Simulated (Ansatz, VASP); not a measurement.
# One calculation of Cu, two programs

```
Cu
1.0
    -1.42740    1.42740    1.34108
     1.42740   -1.42740    1.34108
     2.85479    2.85479    0.00000
Cu
2
Direct
  0.97297 0.97297 0.00000
  0.52703 0.52703 0.50000
```

Change from the starting cell: mode 1 frozen in at +0.000 Å and mode 5 at -0.072 Å (largest displacements).

Alike in both runs: task single point; functional LDA; k mesh 20 × 20 × 12; occupations gaussian, width 0.15 eV; no spin polarisation.

|  | VASP | Ansatz |
| --- | --- | --- |
| version | VASP 6.6.1 | Ansatz 0.2.0 |
| potentials or method | VASP PAW LDA potentials, release 64 (Cu), cutoff 520 eV | scalar-relativistic, plane waves, PAW |
| valence electrons in the cell | 22 | 38 |

|  | VASP | Ansatz | Ansatz less VASP |
| --- | --- | --- | --- |
| gap on the k mesh at the Fermi level (eV) | none | none | - |
| pressure (GPa) | 3.3 | 0.8 | -2.51 |
| traceless stress, the component that is largest in VASP (GPa) | 1.28 | 1.31 | +0.034 |
| rms of the force components (eV/Å) | 0.295 | 0.294 | -0.0008 |

Ansatz warns that its potentials were made for another functional, while VASP's fit it. LDA's correlation is that of Perdew and Zunger in VASP and of Perdew and Wang (1992) in Ansatz. Atom by atom the forces differ by 0.001 eV/Å (rms over components). A gap of «none» marks a metal or a gap that the smearing closes. VASP's potentials hold 22 valence electrons a cell and Ansatz's 38, so a difference there can come from the potentials and not from the codes.
